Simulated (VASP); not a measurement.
## C: single point with PBE

Crystal: C.

```
C
1.0
     0.00000    1.78012    1.78012
     1.78012    0.00000    1.78012
     1.78012    1.78012    0.00000
C
2
Cartesian
  0.0000 0.0000 0.0000
  0.8901 0.8901 0.8901
```

```json
{"Program": "VASP 6.6.1", "Task": "single point", "Functional": "PBE", "Potentials or basis": "VASP PAW PBE potentials, release 64 (C)", "Cutoff": "520 eV", "k mesh": "8 × 8 × 8", "Occupations": "gaussian, width 0.01 eV", "Spin": "no spin polarisation", "Dipole correction": "no", "Further INCAR settings": "ALGO = Normal; EDIFF = 1e-06; NBANDS = 11; ISYM = 0"}
```

The pressure is 4.9 GPa and the band gap on the k mesh is 4.14 eV, indirect (least direct gap 5.60 eV).

Levels at points of the mesh, in eV from the valence-band top:
```
           k point  band 1  band 2  band 3  band 4  band 5  band 6  band 7  band 8
(0.00, 0.00, 0.00)  -21.55    0.00    0.00    0.00    5.60    5.60    5.60   13.46
(0.50, 0.00, 0.00)  -15.74  -13.43   -2.81   -2.81    8.48    8.48    8.92   15.75
(0.00, 0.50, 0.00)  -15.74  -13.43   -2.81   -2.81    8.48    8.48    8.92   15.75
(0.00, 0.00, 0.50)  -15.74  -13.43   -2.81   -2.81    8.48    8.48    8.92   15.75
(0.50, 0.50, 0.50)  -15.74  -13.43   -2.81   -2.81    8.48    8.48    8.92   15.75
(0.50, 0.50, 0.00)  -12.80  -12.80   -6.33   -6.33    4.77    4.77   16.89   16.89
(0.00, 0.50, 0.50)  -12.80  -12.80   -6.33   -6.33    4.77    4.77   16.89   16.89
(0.50, 0.00, 0.50)  -12.80  -12.80   -6.33   -6.33    4.77    4.77   16.89   16.89
```

Wall time 39 s on 1 thread of Intel Xeon 8259CL (shared host), peak memory 0.14 GiB.

A k mesh can miss the band edges. A hybrid or GW would open this gap; PBE tends to underestimate it.
